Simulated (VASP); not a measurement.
# SnO (Pm-3m) in VASP: settings compared

The runs below take SnO through G0W0 quasiparticle levels, with PBE, LDA.

Everything below comes from runs of VASP 6.6.1. Logs are shortened: lines on timing, memory, paths and dates and some standing lists are left out, and cuts for length are marked.

### Step 1. The cell of the first run

The structure is cubic, space group Pm-3m (No. 221). The conventional cell has a = 3.103 Å, b = 3.103 Å, c = 3.103 Å, α = 90.00°, β = 90.00°, γ = 90.00°. Within 3.5 Å of Sn (site symmetry m-3m) lie 8 O at 2.69 Å and 6 Sn at 3.10 Å. O (site symmetry m-3m) has 8 Sn at 2.69 Å and 6 O at 3.10 Å within 3.5 Å.

### Step 2. G0W0 quasiparticle levels, PBE

The input, POSCAR:

```
SnO
1.0
    3.1034067823      0.0000000000      0.0000000000
    0.0000000000      3.1034067823      0.0000000000
    0.0000000000      0.0000000000      3.1034067823
Sn O
1 1
Direct
    0.0000000000      0.0000000000      0.0000000000
    0.5000000000      0.5000000000      0.5000000000
```

The input, INCAR.step1:

```
PREC = Accurate
ENCUT = 500
EDIFF = 1E-8
ISMEAR = 0
SIGMA = 0.01
LREAL = F
LASPH = T
NELM = 80
ALGO = Normal
LWAVE = T
LCHARG = F
GGA = PE
```

The input, INCAR.step2:

```
PREC = Accurate
ENCUT = 500
EDIFF = 1E-8
ISMEAR = 0
SIGMA = 0.01
LREAL = F
LASPH = T
NELM = 1
ALGO = Exact
LWAVE = T
LCHARG = F
GGA = PE
NBANDS = 70
LOPTICS = T
ISTART = 1
```

The input, INCAR.step3:

```
PREC = Accurate
ENCUT = 500
EDIFF = 1E-8
ISMEAR = 0
SIGMA = 0.01
LREAL = F
LASPH = T
ALGO = EVGW0
LWAVE = F
LCHARG = F
GGA = PE
NELMGW = 1
NBANDS = 70
ENCUTGW = 80.0
NOMEGA = 48
PRECFOCK = Fast
ISTART = 1
NBANDSGW = 18
```

The input, KPOINTS:

```
Automatic mesh
0
Gamma
  4 4 4
```

Potentials or basis: VASP PAW PBE potentials, release 64 (Sn_d_GW, O_GW).

On the command line:

```
$ cat potpaw_PBE.64/Sn_d_GW/POTCAR potpaw_PBE.64/O_GW/POTCAR > POTCAR
$ cp INCAR.step1 INCAR
$ mpirun -np 1 vasp_std > vasp.out
$ cp INCAR.step2 INCAR
$ mpirun -np 1 vasp_std > vasp.out
$ cp INCAR.step3 INCAR
$ mpirun -np 1 vasp_std > vasp.out
```

OUTCAR:

```text
PREC = Accurate
   ENCUT = 500
   EDIFF = 1E-8
   ISMEAR = 0
   LREAL = F
   LASPH = T
   GGA = PE
   NELMGW = 1
   ENCUTGW = 80.0
   PRECFOCK = Fast
   ISTART = 1

 ion  position               nearest neighbor table
   1  0.000  0.000  0.000-
   2  0.500  0.500  0.500-

  LATTYP: Found a simple cubic cell.
 ALAT       =     3.1034067823

  Lattice vectors:

 A1 = (   3.1034067823,   0.0000000000,   0.0000000000)
 A2 = (   0.0000000000,   3.1034067823,   0.0000000000)
 A3 = (   0.0000000000,   0.0000000000,   3.1034067823)

Analysis of symmetry for initial positions (statically):
=====================================================================
 Subroutine PRICEL returns:
 Original cell was already a primitive cell.

 Routine SETGRP: Setting up the symmetry group for a
 simple cubic supercell.

 Subroutine GETGRP returns: Found 48 space group operations
 (whereof 48 operations were pure point group operations)
 out of a pool of 48 trial point group operations.

The static configuration has the point symmetry O_h .

Analysis of symmetry for dynamics (positions and initial velocities):
=====================================================================
 Subroutine PRICEL returns:
 Original cell was already a primitive cell.

 Routine SETGRP: Setting up the symmetry group for a
 simple cubic supercell.

 Subroutine GETGRP returns: Found 48 space group operations
 (whereof 48 operations were pure point group operations)
 out of a pool of 48 trial point group operations.

The dynamic configuration has the point symmetry O_h .

 Subroutine INISYM returns: Found 48 space group operations
 (whereof 48 operations are pure point group operations),
 and found     1 'primitive' translations

----------------------------------------------------------------------------------------

                                     Primitive cell

  volume of cell :      29.8893

  direct lattice vectors                    reciprocal lattice vectors
     3.103406782  0.000000000  0.000000000     0.322226530  0.000000000  0.000000000
     0.000000000  3.103406782  0.000000000     0.000000000  0.322226530  0.000000000
     0.000000000  0.000000000  3.103406782     0.000000000  0.000000000  0.322226530

  length of vectors
     3.103406782  3.103406782  3.103406782     0.322226530  0.322226530  0.322226530

  position of ions in fractional coordinates (direct lattice)
     0.000000000  0.000000000  0.000000000
     0.500000000  0.500000000  0.500000000

  ion indices of the primitive-cell ions
   primitive index   ion index
                 1           1
                 2           2

----------------------------------------------------------------------------------------

 KPOINTS: Automatic mesh

Automatic generation of k-mesh.
 Grid dimensions read from file:
 generate k-points for:    4    4    4

 Generating k-lattice:

  Cartesian coordinates                     Fractional coordinates (reciprocal lattice)
     0.080556633  0.000000000  0.000000000     0.250000000  0.000000000  0.000000000
     0.000000000  0.080556633  0.000000000     0.000000000  0.250000000  0.000000000
     0.000000000  0.000000000  0.080556633     0.000000000  0.000000000  0.250000000

  Length of vectors
     0.080556633  0.080556633  0.080556633

  Shift w.r.t. Gamma in fractional coordinates (k-lattice)
     0.000000000  0.000000000  0.000000000

 Subroutine IBZKPT returns following result:
 ===========================================

 Found     10 irreducible k-points:

 Following reciprocal coordinates:
            Coordinates               Weight
  0.000000  0.000000  0.000000      1.000000
  0.250000  0.000000  0.000000      6.000000
  0.500000  0.000000  0.000000      3.000000
  0.250000  0.250000  0.000000     12.000000
  0.500000  0.250000  0.000000     12.000000
  0.500000  0.500000  0.000000      3.000000
  0.250000  0.250000  0.250000      8.000000
  0.500000  0.250000  0.250000     12.000000
  0.500000  0.500000  0.250000      6.000000
  0.500000  0.500000  0.500000      1.000000
   k-points           NKPTS =     10   k-points in BZ     NKDIM =     64   number of bands    NBANDS=     70
   number of dos      NEDOS =    301   number of ions     NIONS =      2
   total plane-waves  NPLWV =  13824
   dimension x,y,z NGX =    24 NGY =   24 NGZ =   24
   dimension x,y,z NGXF=    48 NGYF=   48 NGZF=   48
   ions per type =               1   1
   NGX,Y,Z   is equivalent  to a cutoff of  12.86, 12.86, 12.86 a.u.
   NGXF,Y,Z  is equivalent  to a cutoff of  25.71, 25.71, 25.71 a.u.
 SYSTEM =  unknown system
   PREC   = accura    normal or accurate (medium, high low for compatibility)
   ISTART =      1    job   : 0-new  1-cont  2-samecut
   ICHARG =      0    charge: 1-file 2-atom 10-const
   ISPIN  =      1    spin polarized calculation?
   LNONCOLLINEAR =      F non collinear calculations
   LSORBIT =      F    spin-orbit coupling
   LASPH  =      T    aspherical Exc in radial PAW
   ENCUT  =  500.0 eV  36.75 Ry    6.06 a.u.   5.66  5.66  5.66*2*pi/ulx,y,z
   NELM   =     60;   NELMIN=  2; NELMDL=  0     # of ELM steps
   EDIFF  = 0.1E-07   stopping-criterion for ELM
   LREAL  =      F    real-space projection
   EDIFFG = 0.1E-06   stopping-criterion for IOM
   NSW    =      0    number of steps for IOM
   IBRION =     -1    ionic relax: 0-MD 1-quasi-New 2-CG
   NFREE  =      0    steps in history (QN), initial steepest desc. (CG)
   ISIF   =      0    stress and relaxation
   ISYM   =      3    0-nonsym 1-usesym 2-fastsym
   POTIM  = 0.5000    time-step for ionic-motion
   TEBEG  =    0.0;   TEEND  =   0.0 temperature during run
   PSTRESS=    0.0 pullay stress
   NELECT =      20.0000    total number of electrons
   NUPDOWN=      -1.0000    fix difference up-down
   EMIN   =  10.00;   EMAX   =-10.00  energy-range for DOS
   EFERMI =   0.00;   METHOD = LEGACY
   ISMEAR =     0;   SIGMA  =   0.01  broadening in eV -4-tet -1-fermi 0-gaus
   EFERMI_NEDOS =   21; number of points for ismear=-14 and -15
   IALGO  =     38    algorithm
   IMIX   =      4    mixing-type and parameters
     AMIX     =   0.40;   BMIX     =  1.00
     AMIX_MAG =   1.60;   BMIX_MAG =  1.00
  volume/ion in A,a.u.               =      14.94       100.85
  Fermi-wavevector in a.u.,A,eV,Ry     =   1.431900  2.705899 27.896550  2.050339
  Thomas-Fermi vector in A             =   2.551586
   LORBIT       =      0    0 simple, 1 ext, 2 COOP (PROOUT), +10 PAW based schemes
   GGA     = PE    functional components
   LHFCALC =     T    Hartree Fock is set to
   PRECFOCK=fast      Normal, Fast or Accurate (Low or Medium for compatibility)
   ENCUT4O =  -1.0   cutoff for four orbital integrals eV
   NKREDX  =     1    reduce k-point grid by
   NKREDY  =     1    reduce k-point grid by
   NKREDZ  =     1    reduce k-point grid by
   AEXX    =    1.0000 exact exchange contribution
   HFSCREEN=    0.0000 screening length (either q_TF or 0.3 A-1)
   HFSCREENC=   0.0000 screening length for correlation (either q_TF or 0.3 A-1)
   ENCUTFOCK=  -1.0 apply spherical cutoff to Coloumb kernel
   IVDW    =     0    specifies the selected vdW correction
   LEPSILON=     F    determine dielectric tensor
   LRPA    =     F    only Hartree local field effects (RPA)
   LRPAFORCE           =     F    calculate RPA forces
   ENCUTGW             =  80.0    cutoff for response function in eV
   ENCUTGWSOFT         =  64.0    soft cutoff for Coulomb kernel in GW response function in eV
   ENCUTLF             =  -1.0    cutoff for local field effects
   NELMGW              =     1    number of iterations in solving QP/BSE equation
   NELMHF              =     1    number of iterations in the inner HF iteration
   NKREDLFX            =     1    NKREDLFY  =   1   NKREDLFZ  =   1
 non-spin polarized calculation
 Gauss-broadening in eV      SIGMA  =   0.01
  energy-cutoff  :      500.00
  volume of cell :       29.89
 maximum number of plane-waves:       770
 NGX is ok and might be reduce to    24
  NGX = 14; NGY = 14; NGZ = 14
   NGX = 11   NGY = 11   NGZ = 11
 maximum number of plane-waves:        57
 NGX is ok and might be reduce to    10

 QP shifts <psi_nk| G(iteration)W_0 |psi_nk>: iteration 1
 for sc-GW calculations column KS-energies equals QP-energies in previous step
 and V_xc(KS)=  KS-energies - (<T + V_ion + V_H > + <T+V_H+V_ion>^1  + <V_x>^1)

 k-point   1 :       0.0000    0.0000    0.0000
  band No.  KS-energies  QP-energies   sigma(KS)   V_xc(KS)     V^pw_x(r,r')   Z            occupation Imag(sigma)

      1     -15.5168     -17.9388     -20.8513     -17.3414     -26.9120       0.6901       2.0000       0.3554
      2     -15.5168     -17.9388     -20.8513     -17.3414     -26.9120       0.6901       2.0000       0.3554
      3     -15.1393     -17.6134     -21.1605     -17.5949     -27.1779       0.6939       2.0000       0.3108
      4     -15.1393     -17.6134     -21.1605     -17.5949     -27.1779       0.6939       2.0000       0.3108
      5     -15.1393     -17.6134     -21.1605     -17.5949     -27.1779       0.6939       2.0000       0.3108
      6     -11.8552     -12.1917     -18.3607     -17.7982     -29.0489       0.5984       2.0000       1.6075
[... 10 lines left out ...]
     17      25.7415      26.1674      -9.5275     -10.0893      -2.9513       0.7581       0.0000      -0.6961
     18      25.7415      26.1674      -9.5275     -10.0893      -2.9513       0.7581       0.0000      -0.6961

 k-point   2 :       0.2500    0.0000    0.0000
  band No.  KS-energies  QP-energies   sigma(KS)   V_xc(KS)     V^pw_x(r,r')   Z            occupation Imag(sigma)

      1     -15.5084     -17.9330     -20.8603     -17.3507     -26.9185       0.6909       2.0000       0.3521
      2     -15.3810     -17.8193     -20.9510     -17.4258     -26.9854       0.6916       2.0000       0.3501
      3     -15.1871     -17.6587     -21.1178     -17.5565     -27.1504       0.6940       2.0000       0.3238
      4     -15.1871     -17.6587     -21.1178     -17.5565     -27.1504       0.6940       2.0000       0.3238
      5     -15.1353     -17.6113     -21.1638     -17.5982     -27.1803       0.6944       2.0000       0.3107
      6     -11.5197     -11.8755     -18.8929     -18.2949     -29.5679       0.5949       2.0000       1.4887
[... 10 lines left out ...]
     17      24.0290      24.4202     -10.4742     -10.9838      -3.9155       0.7674       0.0000      -0.9245
     18      24.0290      24.4202     -10.4742     -10.9838      -3.9155       0.7674       0.0000      -0.9245

 k-point   3 :       0.5000    0.0000    0.0000
  band No.  KS-energies  QP-energies   sigma(KS)   V_xc(KS)     V^pw_x(r,r')   Z            occupation Imag(sigma)
[... 133 lines left out ...]
      1     -15.3946     -17.8046     -20.8760     -17.3890     -27.0651       0.6911       2.0000       0.4054
      2     -15.2829     -17.7426     -21.0235     -17.4734     -27.0835       0.6928       2.0000       0.3488
      3     -15.2829     -17.7426     -21.0235     -17.4734     -27.0835       0.6928       2.0000       0.3488
      4     -15.2149     -17.6679     -21.0836     -17.5496     -27.0818       0.6941       2.0000       0.3239
      5     -15.0614     -17.5301     -21.2104     -17.6642     -27.1797       0.6962       2.0000       0.3072
      6     -10.4733     -10.9034     -20.5487     -19.8276     -31.0659       0.5966       2.0000       1.2013
[... 10 lines left out ...]
     17      27.7239      28.7583     -11.7348     -13.0507      -5.0865       0.7861       0.0000      -1.0750
     18      27.9910      28.5896      -9.9054     -10.6816      -3.3177       0.7711       0.0000      -0.9752

 k-point  10 :       0.5000    0.5000    0.5000
  band No.  KS-energies  QP-energies   sigma(KS)   V_xc(KS)     V^pw_x(r,r')   Z            occupation Imag(sigma)

      1     -15.3462     -17.8054     -20.9654     -17.4164     -27.0449       0.6929       2.0000       0.3740
      2     -15.3462     -17.8054     -20.9654     -17.4164     -27.0449       0.6929       2.0000       0.3740
      3     -15.3462     -17.8054     -20.9654     -17.4164     -27.0449       0.6929       2.0000       0.3740
      4     -15.0586     -17.5328     -21.2143     -17.6664     -27.1816       0.6974       2.0000       0.3086
      5     -15.0586     -17.5328     -21.2143     -17.6664     -27.1816       0.6974       2.0000       0.3086
      6     -10.4277     -10.8196     -20.5637     -19.8985     -31.1829       0.5891       2.0000       1.2064
[... 10 lines left out ...]
     17      26.0416      26.8819     -11.5213     -12.5739      -5.0990       0.7984       0.0000      -0.8636
     18      31.8756      33.1504     -10.4750     -12.1054      -3.9141       0.7819       0.0000      -1.1388
```

It took 3 min on 1 thread of Intel Xeon 8259CL, shared host; peak memory 0.29 GiB.

Results:

```yaml
Band_gap_on_the_k_mesh_mean-field_level: 0.48 eV, indirect (least direct gap 1.18 eV)
Quasiparticle_gap: 0.20 eV
Least_direct_quasiparticle_gap: 1.44 eV
```

Caveat: the k points lie up to 0.51 Å⁻¹ apart; bands, screening cutoff and mesh are small and nothing is extrapolated, so the quasiparticle values aren't converged; spin-orbit coupling is left out, which moves the levels of the heavy elements. A k mesh can miss the band edges.

### Step 3. G0W0 quasiparticle levels, LDA

POSCAR is that of step 2.

The input, INCAR.step1:

```
SYSTEM = SnO
PREC = Accurate ; ENCUT = 500
EDIFF = 1E-8 ; ISMEAR = 0
SIGMA = 0.01 ; LREAL = .False.
LASPH = .True. ; NELM = 80
ALGO = Normal ; LWAVE = .True.
LCHARG = .False.
```

The input, INCAR.step2:

```
SYSTEM = SnO
PREC = Accurate ; ENCUT = 500
EDIFF = 1E-8 ; ISMEAR = 0
SIGMA = 0.01 ; LREAL = .False.
LASPH = .True. ; NELM = 1
ALGO = Exact ; LWAVE = .True.
LCHARG = .False. ; NBANDS = 70
LOPTICS = .True. ; ISTART = 1
```

The input, INCAR.step3:

```
SYSTEM = SnO
PREC = Accurate ; ENCUT = 500
EDIFF = 1E-8 ; ISMEAR = 0
SIGMA = 0.01 ; LREAL = .False.
LASPH = .True. ; ALGO = EVGW0
LWAVE = .False. ; LCHARG = .False.
NELMGW = 1 ; NBANDS = 70
ENCUTGW = 80.0 ; NOMEGA = 48
PRECFOCK = Fast ; ISTART = 1
NBANDSGW = 18
```

The input, KPOINTS:

```
Automatic mesh
0
Gamma
  4 4 4
  0 0 0
```

Potentials or basis: VASP PAW LDA potentials, release 64 (Sn_d_GW, O_GW).

On the command line:

```
$ cat potpaw_LDA.64/Sn_d_GW/POTCAR potpaw_LDA.64/O_GW/POTCAR > POTCAR
$ cp INCAR.step1 INCAR
$ mpirun -np 1 vasp_std > vasp.out
$ cp INCAR.step2 INCAR
$ mpirun -np 1 vasp_std > vasp.out
$ cp INCAR.step3 INCAR
$ mpirun -np 1 vasp_std > vasp.out
```

OUTCAR:

```text
SYSTEM = SnO
   PREC = Accurate
   ENCUT = 500
   EDIFF = 1E-8
   ISMEAR = 0
   LREAL = .False.
   LASPH = .True.
   NELMGW = 1
   ENCUTGW = 80.0
   PRECFOCK = Fast
   ISTART = 1

 ion  position               nearest neighbor table
   1  0.000  0.000  0.000-
   2  0.500  0.500  0.500-

  LATTYP: Found a simple cubic cell.
 ALAT       =     3.1034067823

  Lattice vectors:

 A1 = (   3.1034067823,   0.0000000000,   0.0000000000)
[... 152 lines left out ...]
   LRPA    =     F    only Hartree local field effects (RPA)
   LRPAFORCE           =     F    calculate RPA forces
   ENCUTGW             =  80.0    cutoff for response function in eV
   ENCUTGWSOFT         =  64.0    soft cutoff for Coulomb kernel in GW response function in eV
   ENCUTLF             =  -1.0    cutoff for local field effects
   NELMGW              =     1    number of iterations in solving QP/BSE equation
   NELMHF              =     1    number of iterations in the inner HF iteration
   NKREDLFX            =     1    NKREDLFY  =   1   NKREDLFZ  =   1
 non-spin polarized calculation
 Gauss-broadening in eV      SIGMA  =   0.01
  energy-cutoff  :      500.00
  volume of cell :       29.89
 maximum number of plane-waves:       770
 NGX is ok and might be reduce to    24
  NGX = 14; NGY = 14; NGZ = 14
   NGX = 11   NGY = 11   NGZ = 11
 maximum number of plane-waves:        57
 NGX is ok and might be reduce to    10

 QP shifts <psi_nk| G(iteration)W_0 |psi_nk>: iteration 1
 for sc-GW calculations column KS-energies equals QP-energies in previous step
 and V_xc(KS)=  KS-energies - (<T + V_ion + V_H > + <T+V_H+V_ion>^1  + <V_x>^1)

 k-point   1 :       0.0000    0.0000    0.0000
  band No.  KS-energies  QP-energies   sigma(KS)   V_xc(KS)     V^pw_x(r,r')   Z            occupation Imag(sigma)

      1     -15.6575     -18.0661     -20.7888     -17.3011     -26.8603       0.6906       2.0000       0.3538
      2     -15.6575     -18.0661     -20.7888     -17.3011     -26.8603       0.6906       2.0000       0.3538
      3     -15.2740     -17.7459     -21.1024     -17.5425     -27.1301       0.6944       2.0000       0.3095
      4     -15.2740     -17.7459     -21.1024     -17.5425     -27.1301       0.6944       2.0000       0.3095
      5     -15.2740     -17.7459     -21.1024     -17.5425     -27.1301       0.6944       2.0000       0.3095
      6     -11.8709     -12.2599     -18.0729     -17.4315     -28.6676       0.6065       2.0000       1.6204
[... 195 lines left out ...]
      4     -15.1889     -17.6656     -21.1588     -17.6094     -27.1357       0.6978       2.0000       0.3069
      5     -15.1889     -17.6656     -21.1588     -17.6094     -27.1357       0.6978       2.0000       0.3069
      6     -10.3373     -10.8885     -20.4353     -19.4981     -30.9619       0.5882       2.0000       1.1888
[... 10 lines left out ...]
     17      25.7159      26.8304     -11.5748     -12.9801      -5.1387       0.7931       0.0000      -0.8590
     18      31.4793      33.1318     -10.4877     -12.6081      -3.9306       0.7794       0.0000      -1.1266
```

OUTCAR.step2:

```text
SYSTEM = SnO
   PREC = Accurate
   ENCUT = 500
   EDIFF = 1E-8
[... 789 lines left out ...]
  --------------------------------------------------------------------------------------------------------------
     0.00000    29.80421    29.80421    29.80421     0.00000    -0.00000     0.00000
     1.24824    14.05503    14.05503    14.05503     0.00000    -0.00000     0.00000
     2.49649    15.74793    15.74793    15.74793     0.00000    -0.00000    -0.00000
     3.74473   -29.67372   -29.67372   -29.67372     0.00000     0.00000     0.00000
     4.99297    -6.95224    -6.95224    -6.95224    -0.00000    -0.00000     0.00000
     6.24122    -5.63301    -5.63301    -5.63301    -0.00000    -0.00000     0.00000
[... 92 lines left out ...]
   122.32786     0.91861     0.91861     0.91861     0.00000     0.00000    -0.00000
   123.57611     0.92067     0.92067     0.92067     0.00000     0.00000    -0.00000
```

Wall time 85 s (1 thread of Intel Xeon 6975P-C (Granite Rapids), shared host); peak memory 0.28 GiB.

What came out:

| Quantity | Value |
| --- | --- |
| Band gap on the k mesh, mean-field level | 0.42 eV, indirect (least direct gap 1.23 eV) |
| Quasiparticle gap | 0.37 eV |
| Least direct quasiparticle gap | 1.50 eV |

Caveat: the k points lie up to 0.51 Å⁻¹ apart; bands, screening cutoff and mesh are small and nothing is extrapolated, so the quasiparticle values aren't converged; spin-orbit coupling is left out, which moves the levels of the heavy elements.
